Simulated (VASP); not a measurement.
Wanted: the native input for a VASP 6.6.1 run.

```yaml
Task: single point
Functional: r2SCAN
Potentials_or_basis: VASP PAW PBE potentials, release 64 (B)
Cutoff: 550 eV
k_mesh: 10 × 10 × 10
Occupations: fermi-dirac, width 0.1 eV
Spin: no spin polarisation
Dipole_correction: no
Further_INCAR_settings: ALGO = Normal; EDIFF = 1e-06; NBANDS = 8
```

The system is B.

```
CELL_PARAMETERS angstrom
-1.14746 1.14746 1.14746
1.14746 -1.14746 1.14746
1.14746 1.14746 -1.14746
ATOMIC_POSITIONS crystal
B 0.00000 0.00000 0.00000
```

One way to write it, as run:

POSCAR

```
B
1.0
   -1.1474615457      1.1474615457      1.1474615457
    1.1474615457     -1.1474615457      1.1474615457
    1.1474615457      1.1474615457     -1.1474615457
B
1
Direct
    0.0000000000      0.0000000000      0.0000000000
```

INCAR.step1

```
SYSTEM = B
ALGO     = Normal         ! electronic algorithm
EDIFF    = 1E-5           ! SCF threshold, eV
ENCUT    = 550            ! plane-wave cutoff, eV
GGA      = PE             ! functional
GGA_COMPAT= .False.      
ISMEAR   = -1             ! smearing method
LASPH    = .True.         ! aspherical terms in the spheres
LCHARG   = .False.        ! write CHGCAR
LREAL    = .False.        ! projectors in reciprocal space
LWAVE    = .True.         ! write WAVECAR
NBANDS   = 8              ! bands
NELM     = 120            ! most SCF steps
PREC     = Accurate       ! precision mode
SIGMA    = 0.1            ! smearing width, eV
```

INCAR.step2

```
SYSTEM = B
ALGO     = Normal         ! electronic algorithm
EDIFF    = 1E-6           ! SCF threshold, eV
ENCUT    = 550            ! plane-wave cutoff, eV
GGA_COMPAT= .False.      
ISIF     = 2              ! what is computed and relaxed
ISMEAR   = -1             ! smearing method
ISTART   = 1            
LASPH    = .True.         ! aspherical terms in the spheres
LCHARG   = .False.        ! write CHGCAR
LMIXTAU  = .True.       
LREAL    = .False.        ! projectors in reciprocal space
LWAVE    = .False.        ! write WAVECAR
METAGGA  = R2SCAN         ! meta-GGA
NBANDS   = 8              ! bands
NELM     = 120            ! most SCF steps
PREC     = Accurate       ! precision mode
SIGMA    = 0.1            ! smearing width, eV
```

KPOINTS

```
k-points
0
Gamma
  10 10 10
  0 0 0
```

Potentials or basis: VASP PAW PBE potentials, release 64 (B).

Command:

```sh
$ cat potpaw_PBE.64/B/POTCAR > POTCAR
$ cp INCAR.step1 INCAR
$ mpirun -np 1 vasp_std > vasp.out
$ cp INCAR.step2 INCAR
$ mpirun -np 1 vasp_std > vasp.out
```

It gave:

The pressure is -0.3 GPa.

Caveat: the k points lie up to 0.39 Å⁻¹ apart; the PAW data sets were made with another functional, which shifts forces and pressure a little.

It took 6.8 s on 1 thread of AMD EPYC 9R45 96-Core Processor (Zen 5), with other jobs on the host, peak memory 0.08 GiB.
